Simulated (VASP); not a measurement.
# HfN (Fm-3m) in VASP: single point with PBE

Aim: the single point of HfN with PBE.

All numbers are computed with VASP 6.6.1; they aren't measurements. Logs are shortened: lines on timing, memory, paths and dates and some standing lists are left out, and cuts for length are marked.

### Step 1. The cell of the first run

Symmetry: Fm-3m, No. 225, cubic system. The conventional cell has a = 4.607 Å, b = 4.607 Å, c = 4.607 Å, α = 90.00°, β = 90.00°, γ = 90.00°. Hf (site symmetry m-3m) has 6 N at 2.30 Å within 3.0 Å. N (site symmetry m-3m) has 6 Hf at 2.30 Å within 3.0 Å.

### Step 2. Single point, PBE (volume scaled by 1.06)

File INCAR:

```
SYSTEM = HfN
PREC     = Accurate       ! precision mode
ENCUT    = 600            ! plane-wave cutoff, eV
EDIFF    = 1E-6           ! SCF threshold, eV
ISMEAR   = -1             ! smearing method
SIGMA    = 0.03           ! smearing width, eV
LREAL    = .FALSE.        ! projectors in reciprocal space
LASPH    = .TRUE.         ! aspherical terms in the spheres
NELM     = 120            ! most SCF steps
ALGO     = Normal         ! electronic algorithm
ISIF     = 2              ! what is computed and relaxed
LWAVE    = .FALSE.        ! write WAVECAR
LCHARG   = .FALSE.        ! write CHGCAR
GGA      = PE             ! functional
NBANDS   = 14             ! bands
GGA_COMPAT= .FALSE.
```

File KPOINTS:

```
regular mesh
0
G
  10 10 10
  0 0 0
```

File POSCAR:

```
HfN
1.0
    0.0000000000      2.3033053658      2.3033053658
    2.3033053658      0.0000000000      2.3033053658
    2.3033053658      2.3033053658      0.0000000000
Hf N
1 1
Direct
    0.0000000000      0.0000000000      0.0000000000
    0.5000000000      0.5000000000      0.5000000000
```

Potentials or basis: VASP PAW PBE potentials, release 64 (Hf_pv, N).

On the command line:

```sh
$ cat potpaw_PBE.64/Hf_pv/POTCAR potpaw_PBE.64/N/POTCAR > POTCAR
$ mpirun -np 1 vasp_std > vasp.out
```

OUTCAR:

```text
SYSTEM = HfN
   PREC = Accurate
   ENCUT = 600
   EDIFF = 1E-6
   ISMEAR = -1
   LREAL = .FALSE.
   LASPH = .TRUE.
   NELM = 120
   ISIF = 2
   GGA = PE

 ion  position               nearest neighbor table
   1  0.000  0.000  0.000-   2 2.30   2 2.30   2 2.30   2 2.30   2 2.30   2 2.30
   2  0.500  0.500  0.500-   1 2.30   1 2.30   1 2.30   1 2.30   1 2.30   1 2.30

  LATTYP: Found a face centered cubic cell.
 ALAT       =     4.6066107316

  Lattice vectors:

 A1 = (   0.0000000000,   2.3033053658,   2.3033053658)
 A2 = (   2.3033053658,   0.0000000000,   2.3033053658)
 A3 = (   2.3033053658,   2.3033053658,   0.0000000000)

Analysis of symmetry for initial positions (statically):
=====================================================================
 Subroutine PRICEL returns:
 Original cell was already a primitive cell.

 Routine SETGRP: Setting up the symmetry group for a
 face centered cubic supercell.

 Subroutine GETGRP returns: Found 48 space group operations
 (whereof 48 operations were pure point group operations)
 out of a pool of 48 trial point group operations.

The static configuration has the point symmetry O_h .

Analysis of symmetry for dynamics (positions and initial velocities):
=====================================================================
 Subroutine PRICEL returns:
 Original cell was already a primitive cell.

 Routine SETGRP: Setting up the symmetry group for a
 face centered cubic supercell.

 Subroutine GETGRP returns: Found 48 space group operations
 (whereof 48 operations were pure point group operations)
 out of a pool of 48 trial point group operations.

The dynamic configuration has the point symmetry O_h .

 Subroutine INISYM returns: Found 48 space group operations
 (whereof 48 operations are pure point group operations),
 and found     1 'primitive' translations

----------------------------------------------------------------------------------------

                                     Primitive cell

  volume of cell :      24.4391

  direct lattice vectors                    reciprocal lattice vectors
     0.000000000  2.303305366  2.303305366    -0.217079336  0.217079336  0.217079336
     2.303305366  0.000000000  2.303305366     0.217079336 -0.217079336  0.217079336
     2.303305366  2.303305366  0.000000000     0.217079336  0.217079336 -0.217079336

  length of vectors
     3.257365687  3.257365687  3.257365687     0.375992440  0.375992440  0.375992440

  position of ions in fractional coordinates (direct lattice)
     0.000000000  0.000000000  0.000000000
     0.500000000  0.500000000  0.500000000

  ion indices of the primitive-cell ions
   primitive index   ion index
                 1           1
                 2           2

----------------------------------------------------------------------------------------

 KPOINTS: regular mesh

Automatic generation of k-mesh.
 Grid dimensions read from file:
 generate k-points for:   10   10   10

 Generating k-lattice:

  Cartesian coordinates                     Fractional coordinates (reciprocal lattice)
    -0.021707934  0.021707934  0.021707934     0.100000000  0.000000000  0.000000000
     0.021707934 -0.021707934  0.021707934     0.000000000  0.100000000  0.000000000
     0.021707934  0.021707934 -0.021707934     0.000000000  0.000000000  0.100000000

  Length of vectors
     0.037599244  0.037599244  0.037599244

  Shift w.r.t. Gamma in fractional coordinates (k-lattice)
     0.000000000  0.000000000  0.000000000

 Subroutine IBZKPT returns following result:
 ===========================================

 Found     47 irreducible k-points:

 Following reciprocal coordinates:
            Coordinates               Weight
  0.000000  0.000000  0.000000      1.000000
  0.100000  0.000000  0.000000      8.000000
  0.200000  0.000000  0.000000      8.000000
  0.300000  0.000000  0.000000      8.000000
  0.400000  0.000000  0.000000      8.000000
  0.500000  0.000000  0.000000      4.000000
[... 16 lines left out ...]
  0.300000  0.300000  0.000000      6.000000
  0.400000  0.300000  0.000000     24.000000
 [... further k-points ...]
   k-points           NKPTS =     47   k-points in BZ     NKDIM =     47   number of bands    NBANDS=     14
   number of dos      NEDOS =    301   number of ions     NIONS =      2
   total plane-waves  NPLWV =  21952
   dimension x,y,z NGX =    28 NGY =   28 NGZ =   28
   dimension x,y,z NGXF=    56 NGYF=   56 NGZF=   56
   ions per type =               1   1
   NGX,Y,Z   is equivalent  to a cutoff of  14.29, 14.29, 14.29 a.u.
   NGXF,Y,Z  is equivalent  to a cutoff of  28.58, 28.58, 28.58 a.u.
 SYSTEM =  HfN
   PREC   = accura    normal or accurate (medium, high low for compatibility)
   ISTART =      0    job   : 0-new  1-cont  2-samecut
   ICHARG =      2    charge: 1-file 2-atom 10-const
   ISPIN  =      1    spin polarized calculation?
   LNONCOLLINEAR =      F non collinear calculations
   LSORBIT =      F    spin-orbit coupling
   LASPH  =      T    aspherical Exc in radial PAW
   ENCUT  =  600.0 eV  44.10 Ry    6.64 a.u.   6.51  6.51  6.51*2*pi/ulx,y,z
   NELM   =    120;   NELMIN=  2; NELMDL= -5     # of ELM steps
   EDIFF  = 0.1E-05   stopping-criterion for ELM
   LREAL  =      F    real-space projection
   EDIFFG = 0.1E-04   stopping-criterion for IOM
   NSW    =      0    number of steps for IOM
   IBRION =     -1    ionic relax: 0-MD 1-quasi-New 2-CG
   NFREE  =      0    steps in history (QN), initial steepest desc. (CG)
   ISIF   =      2    stress and relaxation
   ISYM   =      2    0-nonsym 1-usesym 2-fastsym
   POTIM  = 0.5000    time-step for ionic-motion
   TEBEG  =    0.0;   TEEND  =   0.0 temperature during run
   PSTRESS=    0.0 pullay stress
   NELECT =      15.0000    total number of electrons
   NUPDOWN=      -1.0000    fix difference up-down
   EMIN   =  10.00;   EMAX   =-10.00  energy-range for DOS
   EFERMI =   0.00;   METHOD = LEGACY
   ISMEAR =    -1;   SIGMA  =   0.03  broadening in eV -4-tet -1-fermi 0-gaus
   EFERMI_NEDOS =   21; number of points for ismear=-14 and -15
   IALGO  =     38    algorithm
   IMIX   =      4    mixing-type and parameters
     AMIX     =   0.40;   BMIX     =  1.00
     AMIX_MAG =   1.60;   BMIX_MAG =  1.00
  volume/ion in A,a.u.               =      12.22        82.46
  Fermi-wavevector in a.u.,A,eV,Ry     =   1.391267  2.629113 26.335751  1.935623
  Thomas-Fermi vector in A             =   2.515122
   LORBIT       =      0    0 simple, 1 ext, 2 COOP (PROOUT), +10 PAW based schemes
   GGA     = PE    functional components
   LHFCALC =     F    Hartree Fock is set to
   AEXX    =    0.0000 exact exchange contribution
   IVDW    =     0    specifies the selected vdW correction
   LEPSILON=     F    determine dielectric tensor
   LRPA    =     F    only Hartree local field effects (RPA)
 non-spin polarized calculation
  energy-cutoff  :      600.00
  volume of cell :       24.44
 maximum number of plane-waves:       869
 NGX is ok and might be reduce to    28
   NGX = 13   NGY = 13   NGZ = 13

 number of electron      15.0000000 magnetization

 Free energy of the ion-electron system (eV)
  ---------------------------------------------------
  ext. energy  EPLUGINS =         0.00000000
  ---------------------------------------------------
  free energy    TOTEN  =       -21.71171143 eV

  energy without entropy =      -21.70897055  energy(sigma->0) =      -21.71034099

 E-fermi :   7.9039     XC(G=0): -12.4288

 val. band max:        7.8580257177   @ k =   0.1000   0.0000   0.0000
 cond. band min:       7.9201627357   @ k =  -0.1000   0.1000   0.0000
 fundamental gap:      0.0621370180
 Fermi energy:         7.9039054920

 k-point     1 :       0.0000    0.0000    0.0000
  band No.  band energies     occupation
      1     -23.5037      2.00000
      2     -23.5037      2.00000
      3     -23.5037      2.00000
      4      -9.2957      2.00000
      5       4.9125      2.00000
      6       4.9125      2.00000
      7       4.9125      2.00000
      8       7.5555      1.99998
      9       7.5555      1.99998
     10       7.5555      1.99998
     11       9.1302      0.00000
     12       9.7022      0.00000
     13       9.7022      0.00000
     14      17.2979      0.00000

 k-point     2 :       0.1000    0.0000    0.0000
  band No.  band energies     occupation
      1     -23.5827      2.00000
      2     -23.5106      2.00000
      3     -23.5106      2.00000
      4      -9.0953      2.00000
      5       4.0137      2.00000
      6       4.4149      2.00000
      7       4.4149      2.00000
      8       7.7488      1.98870
      9       7.8580      1.64382
     10       7.8580      1.64382
     11       9.8517      0.00000
     12      10.3790      0.00000
     13      10.3790      0.00000
     14      18.0070      0.00000

 k-point     3 :       0.2000    0.0000    0.0000
  band No.  band energies     occupation
      1     -23.7832      2.00000
      2     -23.5288      2.00000
      3     -23.5288      2.00000
      4      -8.5540      2.00000
      5       2.4056      2.00000
      6       3.4946      2.00000
      7       3.4946      2.00000
      8       8.0854      0.00470
      9       8.6152      0.00000
     10       8.6152      0.00000
     11      11.3014      0.00000
     12      11.9164      0.00000
     13      11.9164      0.00000
     14      19.6596      0.00000
[... 324 lines left out ...]
 k-point    23 :       0.3000    0.3000    0.0000
  band No.  band energies     occupation
      1     -23.9554      2.00000
      2     -23.6677      2.00000
      3     -23.6677      2.00000
      4      -8.1213      2.00000
      5       1.2626      2.00000
      6       4.0799      2.00000
      7       4.0799      2.00000
      8       5.1656      2.00000
      9      10.8883      0.00000
     10      11.1056      0.00000
     11      11.6522      0.00000
     12      11.6522      0.00000
     13      16.2160      0.00000
     14      19.8036      0.00000

 k-point    24 :       0.4000    0.3000    0.0000
  band No.  band energies     occupation
      1     -24.0441      2.00000
      2     -23.7168      2.00000
      3     -23.6938      2.00000
      4      -8.0011      2.00000
      5       1.4272      2.00000
      6       3.3963      2.00000
      7       3.8356      2.00000
      8       5.5418      2.00000
      9      11.6513      0.00000
     10      11.9811      0.00000
     11      12.2226      0.00000
     12      12.2467      0.00000
     13      16.3669      0.00000
     14      18.4413      0.00000

 [... further k-points ...]

------------------------ aborting loop because EDIFF is reached ----------------------------------------

  FORCE on cell =-STRESS in cart. coord.  units (eV):
  Direction    XX          YY          ZZ          XY          YZ          ZX
  --------------------------------------------------------------------------------------
  -------------------------------------------------------------------------------------
  Total       -1.7718825     -1.7718825     -1.7718825      0.0000000      0.0000000      0.0000000
  in kB     -116.1611614   -116.1611614   -116.1611614      0.0000000      0.0000000      0.0000000
  external PRESSURE =    -116.1611614 kB  Pullay stress =       0.0000000 kB

 VOLUME and BASIS-vectors are now :
 -----------------------------------------------------------------------------
  energy-cutoff  :      600.00
  volume of cell :       24.44
      direct lattice vectors                 reciprocal lattice vectors
     0.000000000  2.303305366  2.303305366    -0.217079336  0.217079336  0.217079336
     2.303305366  0.000000000  2.303305366     0.217079336 -0.217079336  0.217079336
     2.303305366  2.303305366  0.000000000     0.217079336  0.217079336 -0.217079336

 POSITION                                       TOTAL-FORCE (eV/Angst)
 -----------------------------------------------------------------------------------
      0.00000      0.00000      0.00000         0.000000      0.000000      0.000000
      2.30331      2.30331      2.30331        -0.000000     -0.000000     -0.000000
 -----------------------------------------------------------------------------------
    total drift:                                0.000000      0.000000      0.000000

  FREE ENERGIE OF THE ION-ELECTRON SYSTEM (eV)
  ---------------------------------------------------
  free  energy   TOTEN  =       -21.7117114275 eV

  energy  without entropy=      -21.7089705536  energy(sigma->0) =      -21.71034099
```

It used 42 s of CPU time on 1 thread of AMD EPYC 7R13 Processor (Zen 3) (shared host).

What came out:

| Quantity | Value |
| --- | --- |
| Free energy | -21.7117 eV |
| Pressure | -11.6 GPa |

Levels at points of the mesh, in eV from the Fermi level:
| k point | band 5 | band 6 | band 7 | band 8 | band 9 | band 10 | band 11 | band 12 |
| --- | --- | --- | --- | --- | --- | --- | --- | --- |
| (0.00, 0.00, 0.00) | -2.99 | -2.99 | -2.99 | -0.35 | -0.35 | -0.35 | 1.23 | 1.80 |
| (0.50, 0.00, 0.00) | -8.58 | -5.93 | -5.93 | 2.98 | 3.38 | 3.38 | 4.10 | 8.12 |
| (0.50, 0.50, 0.00) | -5.43 | -3.69 | -3.69 | -3.59 | 3.76 | 4.90 | 5.05 | 5.05 |

Caveat: spin-orbit coupling is left out, which moves the levels of the heavy elements.
